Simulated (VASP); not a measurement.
# KTaO3 (P4/mmm) in VASP: settings compared, part 2 of 2

VASP 6.6.1. The steps go on from the part before.

## Step 4: Single point, r2SCAN (uniaxial z strain -4.0%)

The input, POSCAR:

```
KTaO3
1.0
    3.9901311030      0.0000000000      0.0000000000
    0.0000000000      3.9901311030      0.0000000000
    0.0000000000      0.0000000000      3.8305258589
K Ta O
1 1 3
Direct
    0.0000000000      0.0000000000      0.0000000000
    0.5000000000      0.5000000000      0.5000000000
    0.5000000000      0.5000000000      0.0000000000
    0.5000000000      0.0000000000      0.5000000000
    0.0000000000      0.5000000000      0.5000000000
```

The input, INCAR.step1:

```
ALGO     = Normal         # electronic algorithm
EDIFF    = 1E-4           # SCF threshold, eV
ENCUT    = 520            # plane-wave cutoff, eV
GGA      = PE             # functional
ISMEAR   = 0              # smearing method
LASPH    = True           # aspherical terms in the spheres
LCHARG   = False          # write CHGCAR
LREAL    = False          # projectors in reciprocal space
LWAVE    = True           # write WAVECAR
NBANDS   = 27             # bands
NELM     = 80             # most SCF steps
PREC     = Accurate       # precision mode
SIGMA    = 0.01           # smearing width, eV
```

The input, INCAR.step2:

```
ALGO     = Normal         # electronic algorithm
EDIFF    = 1E-6           # SCF threshold, eV
ENCUT    = 520            # plane-wave cutoff, eV
ISIF     = 2              # what is computed and relaxed
ISMEAR   = 0              # smearing method
ISTART   = 1            
LASPH    = True           # aspherical terms in the spheres
LCHARG   = True           # write CHGCAR
LELF     = True           # ELF
LMIXTAU  = True         
LREAL    = False          # projectors in reciprocal space
LVHAR    = True         
LWAVE    = False          # write WAVECAR
METAGGA  = R2SCAN         # meta-GGA
NBANDS   = 27             # bands
NELM     = 80             # most SCF steps
PREC     = Accurate       # precision mode
SIGMA    = 0.01           # smearing width, eV
```

The input, KPOINTS:

```
k-points
0
Gamma
  6 6 6
```

Potentials or basis: VASP PAW PBE potentials, release 64 (K_sv, Ta_pv, O).

Started as:

```sh
cat potpaw_PBE.64/K_sv/POTCAR potpaw_PBE.64/Ta_pv/POTCAR potpaw_PBE.64/O/POTCAR > POTCAR
cp INCAR.step1 INCAR
mpirun -np 1 vasp_std > vasp.out
cp INCAR.step2 INCAR
mpirun -np 1 vasp_std > vasp.out
```

OUTCAR:

```text
EDIFF = 1E-6
   ENCUT = 520
   ISIF = 2
   ISMEAR = 0
   ISTART = 1
   LASPH = True
   LREAL = False
   METAGGA = R2SCAN
   NELM = 80
   PREC = Accurate

 ion  position               nearest neighbor table
   1  0.000  0.000  0.000-   4 2.77   5 2.77   4 2.77   5 2.77   5 2.77   5 2.77   4 2.77   4 2.77
                             3 2.82   3 2.82   3 2.82   3 2.82   2 3.41   2 3.41   2 3.41   2 3.41
   2  0.500  0.500  0.500-   3 1.92   3 1.92   5 2.00   4 2.00   4 2.00   5 2.00   1 3.41   1 3.41
                             1 3.41   1 3.41   1 3.41   1 3.41   1 3.41   1 3.41
   3  0.500  0.500  0.000-   2 1.92   2 1.92   1 2.82   1 2.82   1 2.82   1 2.82
   4  0.500  0.000  0.500-   2 2.00   2 2.00   1 2.77   1 2.77   1 2.77   1 2.77
   5  0.000  0.500  0.500-   2 2.00   2 2.00   1 2.77   1 2.77   1 2.77   1 2.77

  LATTYP: Found a simple tetragonal cell.
 ALAT       =     3.9901311030
 C/A-ratio  =     0.9600000000

  Lattice vectors:

 A1 = (   3.9901311030,   0.0000000000,   0.0000000000)
 A2 = (   0.0000000000,   3.9901311030,   0.0000000000)
 A3 = (   0.0000000000,   0.0000000000,   3.8305258589)

Analysis of symmetry for initial positions (statically):
[... 183 lines left out ...]
 cond. band min:       4.3420317993   @ k =   0.0000   0.0000   0.0000
 fundamental gap:      2.6094758982
 Fermi energy:         1.8202798716

 k-point     1 :       0.0000    0.0000    0.0000
  band No.  band energies     occupation
      1     -33.4600      2.00000
      2     -33.3669      2.00000
      3     -33.3669      2.00000
      4     -26.7216      2.00000
      5     -17.1770      2.00000
      6     -16.3902      2.00000
[... 709 lines left out ...]
     26      13.1059      0.00000
     27      13.4712      0.00000

 [... further k-points ...]

------------------------ aborting loop because EDIFF is reached ----------------------------------------

  FORCE on cell =-STRESS in cart. coord.  units (eV):
  Direction    XX          YY          ZZ          XY          YZ          ZX
  --------------------------------------------------------------------------------------
  -------------------------------------------------------------------------------------
  Total        1.7922027      1.7922027      9.2466758      0.0000000      0.0000000      0.0000000
  in kB       47.0830912     47.0830912    242.9201179      0.0000000      0.0000000      0.0000000
  external PRESSURE =     112.3621001 kB  Pullay stress =       0.0000000 kB

 VOLUME and BASIS-vectors are now :
 -----------------------------------------------------------------------------
  energy-cutoff  :      520.00
  volume of cell :       60.99
      direct lattice vectors                 reciprocal lattice vectors
     3.990131103  0.000000000  0.000000000     0.250618332  0.000000000  0.000000000
     0.000000000  3.990131103  0.000000000     0.000000000  0.250618332  0.000000000
     0.000000000  0.000000000  3.830525859     0.000000000  0.000000000  0.261060762

 POSITION                                       TOTAL-FORCE (eV/Angst)
 -----------------------------------------------------------------------------------
      0.00000      0.00000      0.00000         0.000000      0.000000      0.000000
      1.99507      1.99507      1.91526         0.000000      0.000000      0.000000
      1.99507      1.99507      0.00000         0.000000      0.000000      0.000000
      1.99507      0.00000      1.91526         0.000000      0.000000      0.000000
      0.00000      1.99507      1.91526         0.000000      0.000000      0.000000
 -----------------------------------------------------------------------------------
    total drift:                                0.000000      0.000000     -0.000000

  FREE ENERGIE OF THE ION-ELECTRON SYSTEM (eV)
  ---------------------------------------------------
  free  energy   TOTEN  =       -86.9717577628 eV

  energy  without entropy=      -86.9717577628  energy(sigma->0) =      -86.97175776
```

OUTCAR.step1:

```text
EDIFF = 1E-4
   ENCUT = 520
   GGA = PE
   ISMEAR = 0
[... 956 lines left out ...]
      1.99507      1.99507      1.91526         0.000000      0.000000      0.000000
      1.99507      1.99507      0.00000         0.000000      0.000000      0.000000
      1.99507      0.00000      1.91526         0.000000      0.000000      0.000000
      0.00000      1.99507      1.91526         0.000000      0.000000      0.000000
 -----------------------------------------------------------------------------------
    total drift:                                0.000000      0.000000     -0.000000

  FREE ENERGIE OF THE ION-ELECTRON SYSTEM (eV)
  ---------------------------------------------------
  free  energy   TOTEN  =       -40.7652030959 eV

  energy  without entropy=      -40.7652030959  energy(sigma->0) =      -40.76520310
```

It took 5.5 min on 1 thread of Intel Xeon 8259CL, shared host; peak memory 0.21 GiB.

What came out:

| Property | Result |
| --- | --- |
| Free energy | -86.9718 eV |
| Pressure | 11.2 GPa |
| Band gap on the k mesh | 2.61 eV (least direct gap 3.24 eV) |

Caveat: the cell differs from its parent crystal (uniaxial z strain -4.0%); the cell stands under pressure; the PAW data sets were made with another functional, which shifts forces and pressure a little; spin-orbit coupling is left out, which moves the levels of the heavy elements.

## Step 5: Single point, r2SCAN (uniaxial z strain -3.0%)

POSCAR, as its differences from that of step 4:

```diff
@@ -4,3 +4,3 @@
     0.0000000000      3.9901311030      0.0000000000
-    0.0000000000      0.0000000000      3.8305258589
+    0.0000000000      0.0000000000      3.8704271699
 K Ta O
```

The input, INCAR.step1:

```
SYSTEM = KTaO3
ALGO = Normal ; EDIFF = 1E-4
ENCUT = 520 ; GGA = PE
ISMEAR = 0 ; LASPH = .TRUE.
LCHARG = .FALSE. ; LREAL = .FALSE.
LWAVE = .TRUE. ; NBANDS = 27
NELM = 100 ; PREC = Accurate
SIGMA = 0.01
```

The input, INCAR.step2:

```
SYSTEM = KTaO3
ALGO = Normal ; EDIFF = 1E-7
ENCUT = 520 ; ISIF = 2
ISMEAR = 0 ; ISTART = 1
LASPH = .TRUE. ; LCHARG = .TRUE.
LELF = .TRUE. ; LMIXTAU = .TRUE.
LREAL = .FALSE. ; LVHAR = .TRUE.
LWAVE = .FALSE. ; METAGGA = R2SCAN
NBANDS = 27 ; NELM = 100
PREC = Accurate ; SIGMA = 0.01
```

The input, KPOINTS:

```
k-points
0
G
  6 6 6
  0 0 0
```

Started as:

```sh
cat potpaw_PBE.64/K_sv/POTCAR potpaw_PBE.64/Ta_pv/POTCAR potpaw_PBE.64/O/POTCAR > POTCAR
cp INCAR.step1 INCAR
mpirun -np 1 vasp_std > vasp.out
cp INCAR.step2 INCAR
mpirun -np 1 vasp_std > vasp.out
```

It took 6 min on 1 thread of Intel Xeon 8259CL, shared host; peak memory 0.21 GiB.

The run converged. Its results:

* Free energy: -87.0553 eV
* Pressure: 8.3 GPa
* Band gap on the k mesh: 2.61 eV (least direct gap 3.25 eV)

Stress tensor (GPa, compression positive):
```
 3.69  0.00  0.00
 0.00  3.69  0.00
 0.00  0.00 17.53
```

Levels at points of the mesh, in eV from the valence-band top:
```csv
k point,band 16,band 17,band 18,band 19,band 20,band 21,band 22,band 23
"(0.00, 0.00, 0.00)",-1.05,-0.67,-0.67,-0.64,2.61,2.66,2.66,7.14
"(0.50, 0.00, 0.00)",-2.32,-1.65,-0.96,-0.88,2.81,5.47,5.47,7.47
"(0.50, 0.50, 0.00)",-1.76,-1.76,-1.70,-0.05,5.51,5.51,6.81,9.01
"(0.00, 0.00, 0.50)",-2.15,-1.60,-0.88,-0.88,2.80,5.91,5.91,7.18
"(0.50, 0.00, 0.50)",-1.70,-1.44,-1.41,-0.09,5.53,5.94,7.14,8.22
"(0.50, 0.50, 0.50)",-3.85,-0.04,-0.04,0.00,6.98,7.29,7.29,9.58
```

Caveat: the cell differs from its parent crystal (uniaxial z strain -3.0%); the cell stands under pressure; the PAW data sets were made with another functional, which shifts forces and pressure a little; spin-orbit coupling is left out, which moves the levels of the heavy elements. A k mesh can miss the band edges.

## Step 6: The runs side by side

| level | cell | smearing | gap on the mesh (eV) | pressure (GPa) |
| --- | --- | --- | --- | --- |
| PBE | a = 3.990, b = 3.990, c = 4.110 Å, 5 atoms | fermi-dirac 0.02 eV | 2.07 | 0.2 |
| PBE | a = 3.990, b = 3.990, c = 4.150 Å, 5 atoms | fermi-dirac 0.02 eV | 2.04 | -1.4 |
| r2SCAN | a = 3.990, b = 3.990, c = 3.831 Å, 5 atoms | gaussian 0.01 eV | 2.61 | 11.2 |
| r2SCAN | a = 3.990, b = 3.990, c = 3.870 Å, 5 atoms | gaussian 0.01 eV | 2.61 | 8.3 |

Alike in all rows: task single point; potentials or basis VASP PAW PBE potentials, release 64 (K_sv, Ta_pv, O); no spin polarisation; k mesh 6 × 6 × 6; cutoff (eV) 520.

Caveats: spin-orbit coupling is left out, which moves the levels of the heavy elements; the cell stands under pressure (at least some runs); the PAW data sets were made with another functional, which shifts forces and pressure a little (at least some runs).

Absolute energies hang on the potentials; compare differences alone.
